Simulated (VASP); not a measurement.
# CuO (Tenorite) (C2/c) in VASP: a series of runs

The runs below take CuO (Tenorite) through single point, with PBE.

All numbers are computed with VASP 6.6.1; they aren't measurements. Logs are shortened: lines on timing, memory, paths and dates and some standing lists are left out, and cuts for length are marked.

## (1) The cell of the first run

Symmetry: C2/c, No. 15, monoclinic system. Conventional cell: a = 4.684 Å, b = 3.423 Å, c = 5.129 Å, α = 90.00°, β = 99.54°, γ = 90.00°. Within 2.6 Å of Cu (site symmetry -1) lie 4 O at 1.95 to 1.96 Å. O (site symmetry 2) has 4 Cu at 1.95 to 1.96 Å within 2.6 Å.

## (2) Single point, PBE

INCAR

```
  ALGO = Normal
  EDIFF = 1E-6
  ENCUT = 520
  GGA = PE
  ISIF = 2
  ISMEAR = -1
  LASPH = True
  LCHARG = True
  LELF = True
  LREAL = False
  LVHAR = True
  LWAVE = False
  NBANDS = 25
  NELM = 60
  PREC = Accurate
  SIGMA = 0.3
```

KPOINTS

```
k-points
0
Gamma
  9 9 5
```

POSCAR

```
CuO
1.0
    2.9004840000      0.0000000000      0.0000000000
    0.8811335867      2.7634056953      0.0000000000
   -0.6863119093     -0.5015203667      5.0578693859
Cu O
2 2
Direct
    0.0000000000      0.5000000000      0.0000000000
    0.5000000000      0.0000000000      0.5000000000
    0.5816000000      0.4184000000      0.2500000000
    0.4184000000      0.5816000000      0.7500000000
```

Potentials or basis: VASP PAW PBE potentials, release 64 (Cu, O).

Launch:

```console
$ cat potpaw_PBE.64/Cu/POTCAR potpaw_PBE.64/O/POTCAR > POTCAR
$ mpirun -np 1 vasp_std > vasp.out
```

OUTCAR:

```text
EDIFF = 1E-6
   ENCUT = 520
   GGA = PE
   ISIF = 2
   ISMEAR = -1
   LASPH = True
   LREAL = False
   NELM = 60
   PREC = Accurate

 ion  position               nearest neighbor table
   1  0.000  0.500  0.000-   3 1.95   4 1.95   4 1.96   3 1.96
   2  0.500  0.000  0.500-   4 1.95   3 1.95   4 1.96   3 1.96
   3  0.582  0.418  0.250-   1 1.95   2 1.95   1 1.96   2 1.96
   4  0.418  0.582  0.750-   1 1.95   2 1.95   1 1.96   2 1.96

  LATTYP: Found a base centered monoclinic cell.
 ALAT       =     4.6836996711
 B/A-ratio  =     0.7307469970
 C/A-ratio  =     1.0950317826
 COS(beta)  =    -0.1657361330

  Lattice vectors:

 A1 = (   2.9004840000,   0.0000000000,   0.0000000000)
 A2 = (   0.8811335867,   2.7634056953,   0.0000000000)
 A3 = (  -0.6863119093,  -0.5015203667,   5.0578693859)

Analysis of symmetry for initial positions (statically):
=====================================================================
 Subroutine PRICEL returns:
 Original cell was already a primitive cell.

 Routine SETGRP: Setting up the symmetry group for a
 base centered monoclinic supercell.

 Subroutine GETGRP returns: Found  4 space group operations
 (whereof  2 operations were pure point group operations)
 out of a pool of  4 trial point group operations.

The static configuration has the point symmetry S_2 .
 The point group associated with its full space group is C_2h.

Analysis of symmetry for dynamics (positions and initial velocities):
=====================================================================
 Subroutine PRICEL returns:
 Original cell was already a primitive cell.

 Routine SETGRP: Setting up the symmetry group for a
 base centered monoclinic supercell.

 Subroutine GETGRP returns: Found  4 space group operations
 (whereof  2 operations were pure point group operations)
 out of a pool of  4 trial point group operations.

The dynamic configuration has the point symmetry S_2 .
 The point group associated with its full space group is C_2h.

 Subroutine INISYM returns: Found  4 space group operations
 (whereof  2 operations are pure point group operations),
 and found     1 'primitive' translations

----------------------------------------------------------------------------------------

                                     Primitive cell

  volume of cell :      40.5399

  direct lattice vectors                    reciprocal lattice vectors
     2.900484000  0.000000000  0.000000000     0.344770045 -0.109932634  0.035881973
     0.881133587  2.763405695  0.000000000     0.000000000  0.361872309  0.035881973
    -0.686311909 -0.501520367  5.057869386     0.000000000  0.000000000  0.197711709

  length of vectors
     2.900484000  2.900484000  5.128800000     0.363646922  0.363646922  0.197711709

  position of ions in fractional coordinates (direct lattice)
     1.000000000  0.500000000  0.000000000
     0.500000000  1.000000000  0.500000000
     0.581600000  0.418400000  0.250000000
     0.418400000  0.581600000  0.750000000

  ion indices of the primitive-cell ions
   primitive index   ion index
                 1           1
                 2           2
                 3           3
                 4           4

----------------------------------------------------------------------------------------

 KPOINTS: k-points

Automatic generation of k-mesh.
 Grid dimensions read from file:
 generate k-points for:    9    9    5

 Generating k-lattice:

  Cartesian coordinates                     Fractional coordinates (reciprocal lattice)
     0.038307783 -0.012214737  0.003986886     0.111111111 -0.000000000  0.000000000
     0.000000000  0.040208034  0.003986886     0.000000000  0.111111111 -0.000000000
     0.000000000  0.000000000  0.039542342     0.000000000  0.000000000  0.200000000

  Length of vectors
     0.040405214  0.040405214  0.039542342

  Shift w.r.t. Gamma in fractional coordinates (k-lattice)
     0.000000000  0.000000000  0.000000000

 Subroutine IBZKPT returns following result:
 ===========================================

 Found    115 irreducible k-points:

 Following reciprocal coordinates:
            Coordinates               Weight
  0.000000  0.000000  0.000000      1.000000
  0.111111 -0.000000  0.000000      4.000000
  0.222222  0.000000  0.000000      4.000000
  0.333333  0.000000  0.000000      4.000000
  0.444444  0.000000  0.000000      4.000000
  0.111111  0.111111  0.000000      2.000000
[... 16 lines left out ...]
 -0.333333  0.333333 -0.000000      2.000000
  0.444444  0.444444  0.000000      2.000000
 [... further k-points ...]
   k-points           NKPTS =    115   k-points in BZ     NKDIM =    115   number of bands    NBANDS=     25
   number of dos      NEDOS =    301   number of ions     NIONS =      4
   total plane-waves  NPLWV =  23040
   dimension x,y,z NGX =    24 NGY =   24 NGZ =   40
   dimension x,y,z NGXF=    48 NGYF=   48 NGZF=   80
   ions per type =               2   2
   NGX,Y,Z   is equivalent  to a cutoff of  13.76, 13.76, 12.97 a.u.
   NGXF,Y,Z  is equivalent  to a cutoff of  27.51, 27.51, 25.93 a.u.
 SYSTEM =  unknown system
   PREC   = accura    normal or accurate (medium, high low for compatibility)
   ISTART =      0    job   : 0-new  1-cont  2-samecut
   ICHARG =      2    charge: 1-file 2-atom 10-const
   ISPIN  =      1    spin polarized calculation?
   LNONCOLLINEAR =      F non collinear calculations
   LSORBIT =      F    spin-orbit coupling
   LASPH  =      T    aspherical Exc in radial PAW
   ENCUT  =  520.0 eV  38.22 Ry    6.18 a.u.   5.39  5.39  9.54*2*pi/ulx,y,z
   NELM   =     60;   NELMIN=  2; NELMDL= -5     # of ELM steps
   EDIFF  = 0.1E-05   stopping-criterion for ELM
   LREAL  =      F    real-space projection
   EDIFFG = 0.1E-04   stopping-criterion for IOM
   NSW    =      0    number of steps for IOM
   IBRION =     -1    ionic relax: 0-MD 1-quasi-New 2-CG
   NFREE  =      0    steps in history (QN), initial steepest desc. (CG)
   ISIF   =      2    stress and relaxation
   ISYM   =      2    0-nonsym 1-usesym 2-fastsym
   POTIM  = 0.5000    time-step for ionic-motion
   TEBEG  =    0.0;   TEEND  =   0.0 temperature during run
   PSTRESS=    0.0 pullay stress
   NELECT =      34.0000    total number of electrons
   NUPDOWN=      -1.0000    fix difference up-down
   EMIN   =  10.00;   EMAX   =-10.00  energy-range for DOS
   EFERMI =   0.00;   METHOD = LEGACY
   ISMEAR =    -1;   SIGMA  =   0.30  broadening in eV -4-tet -1-fermi 0-gaus
   EFERMI_NEDOS =   21; number of points for ismear=-14 and -15
   IALGO  =     38    algorithm
   IMIX   =      4    mixing-type and parameters
     AMIX     =   0.40;   BMIX     =  1.00
     AMIX_MAG =   1.60;   BMIX_MAG =  1.00
  volume/ion in A,a.u.               =      10.13        68.39
  Fermi-wavevector in a.u.,A,eV,Ry     =   1.543856  2.917465 32.429384  2.383492
  Thomas-Fermi vector in A             =   2.649460
   LORBIT       =      0    0 simple, 1 ext, 2 COOP (PROOUT), +10 PAW based schemes
   GGA     = PE    functional components
   LHFCALC =     F    Hartree Fock is set to
   AEXX    =    0.0000 exact exchange contribution
   IVDW    =     0    specifies the selected vdW correction
   LEPSILON=     F    determine dielectric tensor
   LRPA    =     F    only Hartree local field effects (RPA)
 non-spin polarized calculation
  energy-cutoff  :      520.00
  volume of cell :       40.54
 maximum number of plane-waves:      1129
 NGX is ok and might be reduce to    24
   NGX = 11   NGY = 11   NGZ = 19

 number of electron      34.0000001 magnetization

 Free energy of the ion-electron system (eV)
  ---------------------------------------------------
  ext. energy  EPLUGINS =         0.00000000
  ---------------------------------------------------
  free energy    TOTEN  =       -19.84213983 eV

  energy without entropy =      -19.22625063  energy(sigma->0) =      -19.53419523

 E-fermi :   5.7199     XC(G=0): -11.9149

 val. band max:        5.7168451102   @ k =   0.3333   0.1111   0.0000
 cond. band min:       5.7205033428   @ k =   0.4444   0.0000   0.0000
 fundamental gap:      0.0036582327
 Fermi energy:         5.7198646356

 k-point     1 :       0.0000    0.0000    0.0000
  band No.  band energies     occupation
      1     -14.1706      2.00000
      2     -12.8384      2.00000
      3      -2.4141      2.00000
      4       0.1737      2.00000
      5       0.5587      2.00000
      6       2.3726      1.99997
[... 17 lines left out ...]
     24      22.1233      0.00000
     25      22.4495      0.00000

 k-point     2 :       0.1111   -0.0000    0.0000
  band No.  band energies     occupation
      1     -14.0873      2.00000
      2     -12.8117      2.00000
      3      -2.2784      2.00000
      4       0.1538      2.00000
      5       0.5263      2.00000
      6       1.5338      2.00000
[... 17 lines left out ...]
     24      21.5580      0.00000
     25      22.5942      0.00000

 k-point     3 :       0.2222    0.0000    0.0000
  band No.  band energies     occupation
      1     -13.8671      2.00000
      2     -12.7435      2.00000
      3      -1.9257      2.00000
      4       0.0785      2.00000
      5       0.2348      2.00000
      6       0.5669      2.00000
[... 17 lines left out ...]
     24      20.5468      0.00000
     25      22.0996      0.00000

 k-point     4 :       0.3333    0.0000    0.0000
  band No.  band energies     occupation
      1     -13.5974      2.00000
      2     -12.6646      2.00000
      3      -1.5173      2.00000
      4      -0.7931      2.00000
      5       0.0085      2.00000
      6       0.5433      2.00000
[... 17 lines left out ...]
     24      19.3298      0.00000
     25      21.6615      0.00000

 k-point     5 :       0.4444    0.0000    0.0000
  band No.  band energies     occupation
      1     -13.4075      2.00000
      2     -12.6132      2.00000
      3      -1.4212      2.00000
      4      -1.2391      2.00000
      5      -0.0018      2.00000
      6       0.5651      2.00000
[... 17 lines left out ...]
     24      18.5321      0.00000
     25      21.3497      0.00000

 k-point     6 :       0.1111    0.1111    0.0000
  band No.  band energies     occupation
      1     -14.0379      2.00000
      2     -12.8031      2.00000
      3      -2.1904      2.00000
      4       0.1898      2.00000
      5       0.5308      2.00000
      6       1.6802      2.00000
[... 17 lines left out ...]
     24      21.3248      0.00000
     25      22.3996      0.00000
[... 393 lines left out ...]
 k-point    21 :       0.4444    0.3333    0.0000
  band No.  band energies     occupation
      1     -13.0693      2.00000
      2     -12.5626      2.00000
      3      -1.3009      2.00000
      4      -0.5924      2.00000
      5       0.0074      2.00000
      6       0.3489      2.00000
[... 17 lines left out ...]
     24      18.8157      0.00000
     25      19.7634      0.00000

 k-point    22 :      -0.4444    0.3333   -0.0000
  band No.  band energies     occupation
      1     -13.0123      2.00000
      2     -12.5377      2.00000
      3      -1.3013      2.00000
      4      -0.5681      2.00000
      5      -0.2376      2.00000
      6       0.3044      2.00000
[... 17 lines left out ...]
     24      18.8300      0.00000
     25      19.3186      0.00000

 k-point    23 :      -0.3333    0.3333   -0.0000
  band No.  band energies     occupation
      1     -13.1067      2.00000
      2     -12.5445      2.00000
      3      -0.8777      2.00000
      4      -0.7008      2.00000
      5      -0.4787      2.00000
      6       0.1798      2.00000
[... 17 lines left out ...]
     24      19.0738      0.00000
     25      19.1730      0.00000

 k-point    24 :       0.4444    0.4444    0.0000
  band No.  band energies     occupation
      1     -12.9335      2.00000
      2     -12.5371      2.00000
      3      -1.5836      2.00000
      4      -0.3731      2.00000
      5      -0.1488      2.00000
      6       0.3211      2.00000
[... 17 lines left out ...]
     24      18.5038      0.00000
     25      19.7463      0.00000

 [... further k-points ...]
[... 5 lines left out ...]
  --------------------------------------------------------------------------------------
  -------------------------------------------------------------------------------------
  Total        1.8405205      1.9133877      1.8309771     -0.1142627     -0.1178983     -0.1613394
  in kB       72.7391998     75.6189805     72.3620337     -4.5157752     -4.6594587     -6.3762941
  external PRESSURE =      73.5734047 kB  Pullay stress =       0.0000000 kB

 VOLUME and BASIS-vectors are now :
 -----------------------------------------------------------------------------
  energy-cutoff  :      520.00
  volume of cell :       40.54
      direct lattice vectors                 reciprocal lattice vectors
     2.900484000  0.000000000  0.000000000     0.344770045 -0.109932634  0.035881973
     0.881133587  2.763405695  0.000000000     0.000000000  0.361872309  0.035881973
    -0.686311909 -0.501520367  5.057869386     0.000000000  0.000000000  0.197711709

 POSITION                                       TOTAL-FORCE (eV/Angst)
 -----------------------------------------------------------------------------------
      0.44057      1.38170      0.00000         0.000000      0.000000      0.000000
      1.10709     -0.25076      2.52893        -0.000000      0.000000      0.000000
      1.88401      1.03083      1.26447        -0.099360      0.135971      0.000000
      1.21130      1.23106      3.79340         0.099360     -0.135971     -0.000000
 -----------------------------------------------------------------------------------
    total drift:                                0.000000      0.000000     -0.000000

  FREE ENERGIE OF THE ION-ELECTRON SYSTEM (eV)
  ---------------------------------------------------
  free  energy   TOTEN  =       -19.8421398327 eV

  energy  without entropy=      -19.2262506349  energy(sigma->0) =      -19.53419523
```

Run time: 77 s. Hardware: 1 thread of Intel Xeon Platinum 8488C (Sapphire Rapids), shared host; peak memory 0.23 GiB.

What came out:

- Free energy: -19.8421 eV
- Pressure: 7.4 GPa
- Largest force: 0.168 eV/Å
- Band gap on the k mesh: zero (band 17 reaches 5.99 eV, above the bottom of band 18 at 5.43 eV)

Forces in eV/Å, atoms in the order of the input:
```
Cu   0.000  0.000  0.000
Cu   0.000  0.000  0.000
O   -0.099  0.136  0.000
O    0.099 -0.136  0.000
```

Stress tensor (GPa, compression positive):
```
 7.27 -0.45 -0.64
-0.45  7.56 -0.47
-0.64 -0.47  7.24
```

Caveat: semilocal functionals often make such compounds metallic where correlation or magnetic order opens a gap, which also shifts bond lengths. With open d or f shells a metallic result of PBE can be an artefact of self-interaction; +U or a hybrid may open a gap.

## (3) Single point, PBE

INCAR

```
SYSTEM = CuO
PREC = Accurate ; ENCUT = 520
EDIFF = 1E-6 ; ISMEAR = -1
SIGMA = 0.2 ; LREAL = .False.
LASPH = .True. ; NELM = 100
ALGO = Normal ; ISIF = 2
LWAVE = .False. ; LCHARG = .False.
GGA = PE ; NBANDS = 25
```

KPOINTS

```
Automatic mesh
0
Gamma
  9 9 5
  0 0 0
```

POSCAR is that of step 2.

Potentials or basis: VASP PAW PBE potentials, release 64 (Cu, O).

Launch:

```console
$ cat potpaw_PBE.64/Cu/POTCAR potpaw_PBE.64/O/POTCAR > POTCAR
$ mpirun -np 1 vasp_std > vasp.out
```

It took 70 s on 1 thread of Intel Xeon Platinum 8488C (Sapphire Rapids), shared host; peak memory 0.23 GiB.

It converged, with:

| Property | Result |
| --- | --- |
| Free energy | -19.6682 eV |
| Pressure | 6.8 GPa |
| Largest force | 0.201 eV/Å |
| Band gap on the k mesh | zero (band 17 reaches 5.99 eV, above the bottom of band 18 at 5.43 eV) |

Forces on the atoms (eV/Å):
```
Cu   0.000  0.000  0.000
Cu   0.000  0.000  0.000
O   -0.119  0.162  0.000
O    0.119 -0.162  0.000
```

Stress tensor (GPa, compression positive):
```
 6.87 -0.51 -0.71
-0.51  7.20 -0.52
-0.71 -0.52  6.39
```

Levels at points of the mesh, in eV from the Fermi level:
```csv
k point,band 15,band 16,band 17,band 18,band 19,band 20
"(0.00, 0.00, 0.00)",-2.18,-1.68,0.22,0.95,1.73,6.06
```

Caveat: semilocal functionals often make such compounds metallic where correlation or magnetic order opens a gap, which also shifts bond lengths.
